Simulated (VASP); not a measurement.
Input of a VASP 6.6.1 run:

Contents of INCAR:

```
PREC = Accurate
ENCUT = 520
EDIFF = 1E-8
ISMEAR = -1
SIGMA = 0.08
LREAL = F
LASPH = T
NELM = 100
ALGO = Normal
ISIF = 2
LWAVE = F
LCHARG = F
LEFG = T
NBANDS = 17
```

KPOINTS

```
Automatic mesh
0
Gamma
  11 11 11
```

POSCAR

```
SnTe
1.0
    0.0000000000      3.2511950000      3.1565000000
    3.2511950000      0.0000000000      3.1565000000
    3.2511950000      3.2511950000      0.0000000000
Sn Te
1 1
Direct
    0.0000000000      0.0000000000      0.0000000000
    0.5000000000      0.5000000000      0.5000000000
```

Potentials or basis: VASP PAW LDA potentials, release 64 (Sn_d, Te).

Run with:

```console
$ cat potpaw_LDA.64/Sn_d/POTCAR potpaw_LDA.64/Te/POTCAR > POTCAR
$ mpirun -np 1 vasp_std > vasp.out
```

Estimate the band gap on the k mesh.

0.38 eV.

Predict the pressure.

-3.8 GPa.

Stress tensor (GPa, compression positive):
```
-4.80  0.00  0.00
 0.00 -4.80  0.00
 0.00  0.00 -1.82
```

Caveat: the cell differs from its parent crystal (equal xx and yy strain of +3 %); the cell stands under tension; without QUAD_EFG the Cq values of the log hold for a quadrupole moment of 1 mb, not for the nuclei; spin-orbit coupling is left out, which moves the levels of the heavy elements; an odd mesh through Γ misses points on the zone boundary, where band edges can lie.
